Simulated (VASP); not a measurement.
Wanted: the native input for a VASP 6.6.1 run.

| Property | Result |
| --- | --- |
| Task | single point |
| Functional | PBE |
| Potentials or basis | VASP PAW PBE potentials, release 64 (Nb_sv) |
| Cutoff | 520 eV |
| k mesh | 20 × 20 × 20 |
| Occupations | gaussian, width 0.15 eV |
| Spin | no spin polarisation |
| Dipole correction | no |
| Further INCAR settings | ALGO = Fast; EDIFF = 1e-07; NBANDS = 12 |

The structure of Nb lies in POSCAR:

```
Nb
1.0
   -1.6639500000      1.6639500000      1.5391537500
    1.6639500000     -1.6639500000      1.5391537500
    1.6639500000      1.6639500000     -1.5391537500
Nb
1
Direct
    0.0000000000      0.0000000000      0.0000000000
```

This cell differs from its parent crystal: strain -0.0750 x Voigt [0, 0, 1, 0, 0, 0].

These files were run (other wordings do the same):

INCAR

```
SYSTEM = Nb
ALGO = Fast ; EDIFF = 1E-7
ENCUT = 520 ; GGA = PE
ISIF = 2 ; ISMEAR = 0
LASPH = .TRUE. ; LCHARG = .TRUE.
LELF = .TRUE. ; LREAL = .FALSE.
LVHAR = .TRUE. ; LWAVE = .FALSE.
NBANDS = 12 ; NELM = 80
PREC = Accurate ; SIGMA = 0.15
```

KPOINTS

```
k-points
0
G
  20 20 20
  0 0 0
```

Potentials or basis: VASP PAW PBE potentials, release 64 (Nb_sv).

The run is started by

```bash
$ cat potpaw_PBE.64/Nb_sv/POTCAR > POTCAR
$ mpirun -np 1 vasp_std > vasp.out
```

Results of the run:

```json
{
  "Pressure": "11.9 GPa",
  "Band gap on the k mesh": "zero (an odd number of electrons rules out a gap without spin polarisation)"
}
```

Caveat: the cell differs from its parent crystal (strain -0.0750 x Voigt [0, 0, 1, 0, 0, 0]); the stress differs along the axes, from 9 to 18 GPa.

Wall time 10 min on 1 thread of Intel Xeon 8259CL, on a shared host, peak memory 0.22 GiB.
